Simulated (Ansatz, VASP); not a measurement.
## One calculation of GaSb, two programs

INCAR

```
SYSTEM = GaSb
PREC = Accurate ; ENCUT = 520
EDIFF = 1E-7 ; ISMEAR = 0
SIGMA = 0.1 ; LREAL = .False.
LASPH = .True. ; NELM = 100
ALGO = Normal ; ISIF = 2
LWAVE = .False. ; LCHARG = .False.
GGA = PE ; NBANDS = 16
```

Contents of KPOINTS:

```
Automatic mesh
0
Gamma
  12 12 12
  0 0 0
```

File POSCAR:

```
GaSb
1.0
    0.0000000000      2.9779365000      2.9779365000
    2.9779365000      0.0000000000      2.9779365000
    2.9779365000      2.9779365000      0.0000000000
Ga Sb
1 1
Direct
    0.0000000000      0.0000000000      0.0000000000
    0.7500000000      0.7500000000      0.7500000000
```

Input for Ansatz:

```yaml
crystal:
  lattice:
    - [0.0, 2.9779365, 2.9779365]
    - [2.9779365, 0.0, 2.9779365]
    - [2.9779365, 2.9779365, 0.0]
  atoms:
    - { symbol: Ga, position: [0.0, 0.0, 0.0] }
    - { symbol: Sb, position: [0.75, 0.75, 0.75] }
basis:
  ecutwfc: 420
kpoints:
  mp_grid: { grid: [12, 12, 12] }
hamiltonian:
  xc: pbe
scf:
  occupations: { method: gaussian, width: 0.1 }
output:
  forces: true
  stress: true
  eigenvalues: true
  populations: true
```

Alike in both runs: task single point; functional PBE; k mesh 12 × 12 × 12; occupations gaussian, width 0.1 eV; no spin polarisation.

|  | VASP | Ansatz |
| --- | --- | --- |
| version | VASP 6.6.1 | Ansatz 0.2.0 |
| potentials or method | VASP PAW PBE potentials, release 64 (Ga_d, Sb), cutoff 520 eV | scalar-relativistic, plane waves, PAW |
| valence electrons in the cell | 18 | 28 |

|  | VASP | Ansatz | Ansatz less VASP |
| --- | --- | --- | --- |
| gap on the k mesh at the Fermi level (eV) | 0.58 | 0.58 | +0.005 |
| least direct gap on the mesh (eV) | 0.63 | 0.62 | -0.005 |
| pressure (GPa) | 7.8 | 7.7 | -0.11 |

VASP's potentials hold 18 valence electrons a cell and Ansatz's 28, so a difference there can come from the potentials and not from the codes.

Neither program's run includes spin-orbit coupling.
